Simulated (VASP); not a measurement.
Here is a VASP 6.6.1 calculation.

Contents of POSCAR:

```
GaN
1.0
    3.1831495935      0.0000000000      0.0000000000
   -1.5915747967      2.7566884120      0.0000000000
    0.0000000000      0.0000000000      5.1836256325
Ga N
2 2
Direct
    0.3333333333      0.6666666667     -0.0008868489
    0.6666666667      0.3333333333      0.4991131511
    0.3333333333      0.6666666667      0.3758868489
    0.6666666667      0.3333333333      0.8758868489
```

The input INCAR.step1:

```
PREC = Accurate ; ENCUT = 520
ISMEAR = 0 ; SIGMA = 0.01
LREAL = F ; LASPH = T
NELM = 100 ; NBANDS = 26
GGA = PE ; ALGO = Normal
EDIFF = 1E-4 ; LWAVE = T
LCHARG = F
```

Contents of INCAR.step2:

```
PREC = Accurate ; ENCUT = 520
EDIFF = 1E-6 ; ISMEAR = 0
SIGMA = 0.01 ; LREAL = F
LASPH = T ; NELM = 100
ALGO = Normal ; ISIF = 2
LWAVE = F ; LCHARG = T
METAGGA = R2SCAN ; LMIXTAU = T
LELF = T ; LVHAR = T
NBANDS = 26 ; ISTART = 1
```

KPOINTS

```
Automatic mesh
0
Gamma
  12 12 6
```

Potentials or basis: VASP PAW PBE potentials, release 64 (Ga_d, N).

The run is started by

```sh
$ cat potpaw_PBE.64/Ga_d/POTCAR potpaw_PBE.64/N/POTCAR > POTCAR
$ cp INCAR.step1 INCAR
$ mpirun -np 1 vasp_std > vasp.out
$ cp INCAR.step2 INCAR
$ mpirun -np 1 vasp_std > vasp.out
```

Q: Predict the largest force.

A: 0.005 eV/Å.

Q: What does it give for the band gap on the k mesh?

A: 2.34 eV, direct.

Forces on the atoms (eV/Å):
```
Ga   0.000  0.000  0.005
Ga   0.000  0.000  0.005
N    0.000  0.000 -0.005
N    0.000  0.000 -0.005
```

Caveat: the PAW data sets were made with another functional, which shifts forces and pressure a little.

**The experiment to reproduce.**

From “Studying electronic properties in GaN without electrical contacts using γ-γ vs e−-γ Perturbed Angular Correlations”, 2019, pmc:6823545, for a bulk crystal of GaN: band gap 3.503 ± 0.005 eV (direct).

Measured gap of GaN: 3.503 eV (direct; quoted in “Studying electronic properties in GaN without electrical contacts using γ-γ vs e−-γ Perturbed Angular Correlations”, 2019, pmc:6823545). This calculation gives 2.34 eV (-1.16 eV). Spin-orbit coupling on Ga is left out. The value is that of r2SCAN, without temperature or zero-point motion.
